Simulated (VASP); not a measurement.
Runs of VASP 6.6.1 on CaSe. The structure is that of space group I-4m2 (No. 119), or close to it. The cells are those of the table. 

| cell | gap on the mesh (eV) | pressure (GPa) |
| --- | --- | --- |
| a = 4.669, b = 4.669, c = 4.807 Å, angles 59.0, 59.0, 62.0°, 2 atoms | 2.73 | -3.4 |
| a = 4.737, b = 4.737, c = 4.807 Å, angles 59.5, 59.5, 61.0°, 2 atoms | 2.69 | -4.0 |
| a = 4.703, b = 4.703, c = 4.807 Å, angles 59.3, 59.3, 61.5°, 2 atoms | (a) | -3.7 |
| a = 4.633, b = 4.633, c = 4.737 Å, angles 59.3, 59.3, 61.5°, 2 atoms | 2.84 | -2.6 |
| a = 4.597, b = 4.597, c = 4.667 Å, angles 59.5, 59.5, 61.0°, 2 atoms | (b) | -1.7 |
| a = 4.669, b = 4.669, c = 4.527 Å, angles 61.0, 61.0, 58.0°, 2 atoms | 2.87 | -1.7 |

Alike in all rows: task single point; level LDA; potentials or basis VASP PAW LDA potentials, release 64 (Ca_sv, Se); no spin polarisation; k mesh 6 × 6 × 6; cutoff (eV) 520; smearing gaussian 0.05 eV.

Task: Estimate the missing entries.

Result: (a) 2.71; (b) 2.96.

A k mesh can miss the band edges, and the runs leave out spin-orbit coupling on Se.
